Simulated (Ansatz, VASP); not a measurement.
## One calculation of NaCl, two programs

File POSCAR:

```
NaCl
1.0
    3.4595452951      0.0000000000      0.0000000000
    0.0000000000      3.4595452951      0.0000000000
    0.0000000000      0.0000000000      3.4595452951
Na Cl
1 1
Direct
    0.0000000000      0.0000000000      0.0000000000
    0.5000000000      0.5000000000      0.5000000000
```

The input INCAR.step1:

```
SYSTEM = NaCl
PREC = Accurate
ENCUT = 520
ISMEAR = 0
SIGMA = 0.01
LREAL = .FALSE.
LASPH = .TRUE.
NELM = 100
NBANDS = 14
GGA = PE
ALGO = Normal
EDIFF = 1E-4
LWAVE = .TRUE.
LCHARG = .FALSE.
```

File INCAR.step2:

```
SYSTEM = NaCl
PREC = Accurate
ENCUT = 520
EDIFF = 1E-6
ISMEAR = 0
SIGMA = 0.01
LREAL = .FALSE.
LASPH = .TRUE.
NELM = 100
ALGO = Normal
ISIF = 2
LWAVE = .FALSE.
LCHARG = .FALSE.
METAGGA = R2SCAN
LMIXTAU = .TRUE.
NBANDS = 14
ISTART = 1
```

The input KPOINTS:

```
Automatic mesh
0
G
  8 8 8
  0 0 0
```

Input for Ansatz:

```yaml
crystal:
  lattice:
    - [3.4595452951, 0.0, 0.0]
    - [0.0, 3.4595452951, 0.0]
    - [0.0, 0.0, 3.4595452951]
  atoms:
    - { symbol: Na, position: [0.0, 0.0, 0.0] }
    - { symbol: Cl, position: [0.5, 0.5, 0.5] }
kpoints:
  mp_grid: { grid: [8, 8, 8] }
  band_path:
    path:
      - [0.0, 0.0, 0.0]
      - [0.0, 0.5, 0.0]
      - [0.5, 0.5, 0.0]
      - [0.5, 0.5, 0.5]
      - [0.0, 0.5, 0.5]
    npoints: 1
hamiltonian:
  xc: r2scan
scf:
  occupations: { method: fixed }
  n_extra_bands: 4
output:
  forces: true
  stress: true
  eigenvalues: true
```

Alike in both runs: task single point; functional r2SCAN; k mesh 8 × 8 × 8; no spin polarisation.

|  | VASP | Ansatz |
| --- | --- | --- |
| version | VASP 6.6.1 | Ansatz 0.2.0 |
| potentials or method | VASP PAW PBE potentials, release 64 (Na_pv, Cl) | plane waves, PAW |
| plane-wave cutoff (eV) | 520 | 500 |
| occupations | gaussian, width 0.01 eV | fixed |
| valence electrons in the cell | 14 | 16 |

|  | VASP | Ansatz | Ansatz less VASP |
| --- | --- | --- | --- |
| gap on the k mesh at the Fermi level (eV) | 4.95 | 4.92 | -0.034 |
| pressure (GPa) | -0.3 | 0.0 | +0.30 |

VASP's potentials were made for PBE, not for r2SCAN. VASP's potentials hold 14 valence electrons a cell and Ansatz's 16, so a difference there can come from the potentials and not from the codes.
